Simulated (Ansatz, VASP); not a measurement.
In2Te2O: VASP beside Ansatz

```
CELL_PARAMETERS angstrom
4.39468 0.02466 -0.02038
-2.17598 3.90776 -0.02611
-0.09646 -0.19837 20.92979
ATOMIC_POSITIONS crystal
In 0.99942 0.96740 0.40721
In 0.00621 0.98509 0.91028
In 0.02577 0.01331 0.08966
In 0.99922 0.99004 0.59475
Te 0.33353 0.68446 0.15960
Te 0.28191 0.64248 0.65629
Te 0.64362 0.33179 0.33931
Te 0.67422 0.34068 0.84728
O 0.03055 0.05132 0.99992
O 0.00554 0.99343 0.49570
```

Change from the starting cell: cell x2, atoms moved at random (sigma 0.1 Å) and cell strained at random (1.5 %), then relaxed without symmetry.

Alike in both runs: task relaxation of cell and atoms; functional PBE; k mesh 3 × 3 × 1; occupations gaussian, width 0.1 eV; no spin polarisation.

|  | VASP | Ansatz |
| --- | --- | --- |
| version | VASP 6.6.1 | Ansatz 0.2.0 |
| potentials or method | VASP PAW PBE potentials, release 64 (In_d, Te, O), cutoff 600 eV | scalar-relativistic, plane waves, PAW |
| valence electrons in the cell | 88 | 128 |

|  | VASP | Ansatz | Ansatz less VASP |
| --- | --- | --- | --- |
| gap on the k mesh at the Fermi level, each at its own relaxed structure (eV) | 1.02 | 1.04 | +0.023 |
| relaxed volume (Å³/atom) | 34.73 | 35.04 | +0.317 |
| relaxed length of the cell vector where the two differ most in proportion (Å) | 20.060 | 20.217 | +0.1573 |

VASP's potentials hold 88 valence electrons a cell and Ansatz's 128, so a difference there can come from the potentials and not from the codes.

The k mesh is coarse, so the values compare programs but aren't converged. Spin-orbit coupling is off throughout.
